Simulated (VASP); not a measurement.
Crystal: Ba2IBrF2.

```
Ba I Br F
1.0
     4.62336    0.00000    0.00000
     0.00000    4.62336    0.00000
     0.00000    0.00000    7.99139
Ba I Br F
2 1 1 2
Direct
  0.50000 0.50000 0.82740
  0.00000 0.00000 0.18519
  0.00000 0.00000 0.64139
  0.50000 0.50000 0.34010
  0.50000 0.00000 0.00296
  0.00000 0.50000 0.00296
```

```yaml
Program: VASP 6.6.1
Task: relaxation of cell and atoms
Functional: BLYP
Dispersion: D3(BJ)
Potentials_or_basis: VASP PAW PBE potentials, release 64 (Ba_sv, I, Br, F)
Cutoff: 600 eV
k_mesh: 4 × 4 × 2
Occupations: gaussian, width 0.02 eV
Spin: no spin polarisation
```

At the start: pressure -0.9 GPa; volume 28.47 Å³/atom.

Q: Where does the relaxation end?

A: Over 14 steps the energy falls by 3.2 meV/atom and the volume is 27.65 Å³/atom (-2.9 %); space group P4mm (No. 99, to 0.1 Å) before and after.

The path:
```
step  energy change (eV)  largest force (eV/Å)  pressure (GPa)  volume (Å³)
   1              0.0000                0.1316           -0.91       170.82
   2             -0.0135                0.1656           -0.03       166.84
   3             -0.0136                0.1697            0.08       166.37
   4             -0.0162                0.1111            0.06       166.21
   5             -0.0184                0.0634            0.02       165.75
   6             -0.0186                0.0497            0.03       165.85
   7             -0.0189                0.0386           -0.01       166.00
   8             -0.0191                0.0240           -0.06       166.20
   9             -0.0190                0.0185           -0.16       166.58
  10             -0.0192                0.0142           -0.10       166.32
  11             -0.0193                0.0122           -0.03       166.07
  12             -0.0193                0.0174            0.00       165.93
  13             -0.0194                0.0129            0.00       165.91
  14             -0.0194                0.0038            0.01       165.87
```

Final structure:
```yaml
crystal:
  lattice:
    - [4.57491, 0.00000, 0.00000]
    - [0.00000, 4.57491, 0.00000]
    - [0.00000, 0.00000, 7.92517]
  atoms:
    - { symbol: Ba, position: [0.50000, 0.50000, 0.82452] }
    - { symbol: Ba, position: [0.00000, 0.00000, 0.18941] }
    - { symbol: I, position: [0.00000, 0.00000, 0.63641] }
    - { symbol: Br, position: [0.50000, 0.50000, 0.34290] }
    - { symbol: F, position: [0.50000, 0.00000, 0.00338] }
    - { symbol: F, position: [0.00000, 0.50000, 0.00338] }
```

Caveat: the PAW data sets were made with another functional, which shifts forces and pressure a little.
